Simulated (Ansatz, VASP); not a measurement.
**LaP in VASP and in Ansatz**

File INCAR:

```
  ALGO = Normal
  EDIFF = 1E-6
  ENCUT = 520
  GGA = CA
  ISIF = 2
  ISMEAR = -1
  LASPH = T
  LCHARG = T
  LELF = T
  LREAL = F
  LVHAR = T
  LWAVE = F
  NBANDS = 15
  NELM = 100
  PREC = Accurate
  SIGMA = 0.03
```

File KPOINTS:

```
k-points
0
Gamma
  10 10 10
```

The input POSCAR:

```
LaP
1.0
    0.0000000000      2.9510031525      2.9510031525
    2.9510031525      0.0000000000      2.9510031525
    2.9510031525      2.9510031525      0.0000000000
La P
1 1
Direct
    0.0000000000      0.0000000000      0.0000000000
    0.5000000000      0.5000000000      0.5000000000
```

Input for Ansatz:

```yaml
crystal:
  lattice:
    - [0.0, 2.9510031525, 2.9510031525]
    - [2.9510031525, 0.0, 2.9510031525]
    - [2.9510031525, 2.9510031525, 0.0]
  atoms:
    - { symbol: La, position: [0.0, 0.0, 0.0] }
    - { symbol: P, position: [0.5, 0.5, 0.5] }
kpoints:
  mp_grid: { grid: [10, 10, 10] }
  band_path:
    path:
      - [0.0, 0.0, 0.0]
      - [0.5, 0.0, 0.5]
      - [0.625, 0.25, 0.625]
      - [0.375, 0.375, 0.75]
      - [0.0, 0.0, 0.0]
      - [0.5, 0.5, 0.5]
      - [0.5, 0.25, 0.75]
      - [0.5, 0.0, 0.5]
    npoints: 5
scf:
  occupations: { method: fermi_dirac, width: 0.03 }
hamiltonian:
  xc: lda
  pseudopotentials: { kind: all_electron, lapw: { basis_error: 0.001 } }
output:
  forces: true
  stress: true
  eigenvalues: true
```

Change from the starting cell: volume scaled by 0.94.

Alike in both runs: task single point; functional LDA; k mesh 10 × 10 × 10; occupations fermi-dirac, width 0.03 eV; no spin polarisation.

```csv
,VASP,Ansatz
version,VASP 6.6.1,Ansatz 0.2.0
potentials or method,"VASP PAW LDA potentials, release 64 (La, P), cutoff 520 eV","all-electron LAPW, scalar-relativistic"
```

```tsv
	VASP	Ansatz	Ansatz less VASP
pressure (GPa)	1.6	1.6	+0.05
```

LDA's correlation is that of Perdew and Zunger in VASP and of Perdew and Wang (1992) in Ansatz. Ansatz ran all-electron here, and VASP with PAW potentials.

Neither program's run includes spin-orbit coupling.
